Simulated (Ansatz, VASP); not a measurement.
# One calculation of Ge, two programs

File INCAR:

```
ALGO     = Normal         # electronic algorithm
EDIFF    = 1E-6           # SCF threshold, eV
ENCUT    = 520            # plane-wave cutoff, eV
ISIF     = 2              # what is computed and relaxed
ISMEAR   = -1             # smearing method
LASPH    = T              # aspherical terms in the spheres
LCHARG   = T              # write CHGCAR
LELF     = T              # ELF
LREAL    = F              # projectors in reciprocal space
LVHAR    = T            
LWAVE    = F              # write WAVECAR
NBANDS   = 21             # bands
NELM     = 100            # most SCF steps
PREC     = Accurate       # precision mode
SIGMA    = 0.1            # smearing width, eV
```

The input KPOINTS:

```
k-points
0
Gamma
  8 8 4
```

POSCAR

```
Ge
1.0
    1.4880500000     -2.5946900000      0.0000000000
    1.4880500000      2.5946900000      0.0000000000
    0.0000000000      0.0000000000      4.7276000000
Ge
2
Direct
    0.6726935062      0.2986464938      0.2112000000
    0.3264000000      0.6967000000      0.7408700000
```

Input for Ansatz:

```yaml
crystal:
  lattice:
    - [1.48805, -2.59469, 0.0]
    - [1.48805, 2.59469, 0.0]
    - [0.0, 0.0, 4.7276]
  atoms:
    - { symbol: Ge, position: [0.6726935062377394, 0.2986464937622606, 0.2112] }
    - { symbol: Ge, position: [0.3264, 0.6967, 0.74087] }
basis:
  ecutwfc: 540.0
  xc_grid: 2
kpoints:
  mp_grid:
    grid: [8, 8, 4]
hamiltonian:
  xc: lda
scf:
  convergence:
    dr2_threshold: 1.0e-09
  occupations:
    method: fermi_dirac
    width: 0.1
output:
  forces: true
  stress: true
```

Alike in both runs: task single point; functional LDA; k mesh 8 × 8 × 4; occupations fermi-dirac, width 0.1 eV; no spin polarisation.

|  | VASP | Ansatz |
| --- | --- | --- |
| version | VASP 6.6.1 | Ansatz 0.2.0 |
| potentials or method | VASP PAW LDA potentials, release 64 (Ge_d), cutoff 520 eV | plane waves, PAW |
| valence electrons in the cell | 28 | 28 |

```csv
,VASP,Ansatz,Ansatz less VASP
pressure (GPa),-0.3,-0.3,-0.03
"traceless stress, the component that is largest in VASP (GPa)",4.80,4.76,-0.041
rms of the force components (eV/Å),0.284,0.277,-0.0074
```

LDA's correlation is that of Perdew and Zunger in VASP and of Perdew and Wang (1992) in Ansatz. Atom by atom the forces differ by 0.007 eV/Å (rms over components). Ansatz's warnings: stress scf threshold loose.
